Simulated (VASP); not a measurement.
Input of a VASP 6.6.1 run:

Contents of INCAR:

```
  PREC = Accurate
  ENCUT = 500
  EDIFF = 1E-6
  ISMEAR = 0
  SIGMA = 0.05
  LREAL = F
  LASPH = T
  NELM = 120
  ALGO = Normal
  ISIF = 2
  LWAVE = F
  LCHARG = F
  GGA = PE
  NBANDS = 13
  GGA_COMPAT = F
```

File KPOINTS:

```
Automatic mesh
0
Gamma
  8 8 8
```

POSCAR

```
Mo
1.0
   -1.5868520576      1.5868520576      1.5868520576
    1.5868520576     -1.5868520576      1.5868520576
    1.5868520576      1.5868520576     -1.5868520576
Mo
1
Direct
    0.0000000000      0.0000000000      0.0000000000
```

Potentials or basis: VASP PAW PBE potentials, release 64 (Mo_sv).

Launch:

```console
$ cat potpaw_PBE.64/Mo_sv/POTCAR > POTCAR
$ mpirun -np 1 vasp_std > vasp.out
```

Q: What does it give for the pressure?

A: -2.0 GPa.

Q: What does it give for the band gap on the k mesh?

A: Zero (bands 7 and 8 overlap by 5.17 eV).
